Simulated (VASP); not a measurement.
A run of VASP 6.6.1 is set up as follows.

File INCAR:

```
PREC = Accurate ; ENCUT = 520
EDIFF = 1E-7 ; ISMEAR = 0
SIGMA = 0.1 ; LREAL = False
LASPH = True ; NELM = 80
ALGO = Normal ; ISIF = 2
LWAVE = False ; LCHARG = False
GGA = PE ; NBANDS = 12
```

Contents of KPOINTS:

```
Automatic mesh
0
Gamma
  18 18 18
```

The input POSCAR:

```
HfH
1.0
    2.9047327431      0.0000000000      0.0000000000
    0.0000000000      2.9047327431      0.0000000000
    0.0000000000      0.0000000000      2.9047327431
Hf H
1 1
Direct
    0.0000000000      0.0000000000      0.0000000000
    0.5000000000      0.5000000000      0.5000000000
```

Potentials or basis: VASP PAW PBE potentials, release 64 (Hf_pv, H).

Run with:

```console
$ cat potpaw_PBE.64/Hf_pv/POTCAR potpaw_PBE.64/H/POTCAR > POTCAR
$ mpirun -np 1 vasp_std > vasp.out
```

What does it give for the band gap on the k mesh?

Zero (an odd number of electrons rules out a gap without spin polarisation).

Estimate the pressure.

-0.5 GPa.

Caveat: spin-orbit coupling is left out, which moves the levels of the heavy elements.
